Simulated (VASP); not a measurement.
Input of a VASP 6.6.1 run:

The input INCAR:

```
SYSTEM = O
PREC = Accurate
ENCUT = 520
EDIFF = 1E-6
ISMEAR = -1
SIGMA = 0.02
LREAL = .False.
LASPH = .True.
NELM = 80
ALGO = Normal
ISIF = 2
LWAVE = .False.
LCHARG = .False.
GGA = PS
NBANDS = 13
```

KPOINTS

```
Automatic mesh
0
Gamma
  10 10 10
  0 0 0
```

POSCAR

```
O
1.0
    1.4021986674      0.7976126959      3.3970744002
   -1.4444993768      0.8118461861      3.4113078904
   -0.0088237906     -1.6605833821      3.4165177094
O
2
Direct
    0.0577000000      0.0577000000      0.0577000000
    0.9423000000      0.9423000000      0.9423000000
```

Potentials or basis: VASP PAW PBE potentials, release 64 (O).

Run with:

```console
$ cat potpaw_PBE.64/O/POTCAR > POTCAR
$ mpirun -np 1 vasp_std > vasp.out
```

Question: What does it give for the largest force?

Answer: 3.933 eV/Å.

Question: What does it give for the pressure?

Answer: 5.9 GPa.

Question: Predict the band gap on the k mesh.

Answer: Zero (band 6 reaches 1.19 eV, above the bottom of band 7 at -0.12 eV).

Forces in eV/Å, atoms in the order of the input:
```
O    0.017  0.019  3.933
O   -0.017 -0.019 -3.933
```

Caveat: the cell differs from its parent crystal (equal xy, yz and zx shear strains of -1 %); the standard files for N, O and F lose accuracy on very short bonds; spin is off for a triplet molecule; the PAW data sets were made with another functional, which shifts forces and pressure a little.
